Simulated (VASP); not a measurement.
A run of VASP 6.6.1:

Contents of INCAR:

```
SYSTEM = Al
  PREC = Accurate
  ENCUT = 520
  EDIFF = 1E-6
  ISMEAR = 0
  SIGMA = 1.5
  LREAL = .False.
  LASPH = .True.
  NELM = 100
  ALGO = Normal
  ISIF = 2
  LWAVE = .False.
  LCHARG = .False.
  LDIPOL = .True.
  IDIPOL = 3
  DIPOL = 0.5 0.5 0.500
  GGA = PE
  NBANDS = 22
```

The input KPOINTS:

```
regular mesh
0
Gamma
  12 9 1
  0 0 0
```

POSCAR

```
Al
1.0
    2.8571513840      0.0000000000      0.0000000000
    0.0000000000      4.0406222370      0.0000000000
    0.0000000000      0.0000000000     25.0000298441
Al
8
Direct
    0.5000000000      0.5000000000      0.2999996419
    0.0000000000      0.0000000000      0.3571426013
    0.5000000000      0.5000000000      0.4142855608
    0.0000000000      0.0000000000      0.4714285203
    0.5000000000      0.5000000000      0.5285714797
    0.0000000000      0.0000000000      0.5857144392
    0.5000000000      0.5000000000      0.6428573987
    0.0000000000      0.0000000000      0.7000003581
```

Potentials or basis: VASP PAW PBE potentials, release 64 (Al).

Run with:

```sh
$ cat potpaw_PBE.64/Al/POTCAR > POTCAR
$ mpirun -np 1 vasp_std > vasp.out
```

Hardware: 1 thread of Intel(R) Xeon(R) Platinum 8488C (Sapphire Rapids), on a shared host.

Question: Estimate the wall time of this run.

Answer: It took 3.1 min on 1 thread of Intel(R) Xeon(R) Platinum 8488C (Sapphire Rapids), with other jobs on the host, peak memory 0.44 GiB. Counts: scf iterations 21, k points 35.
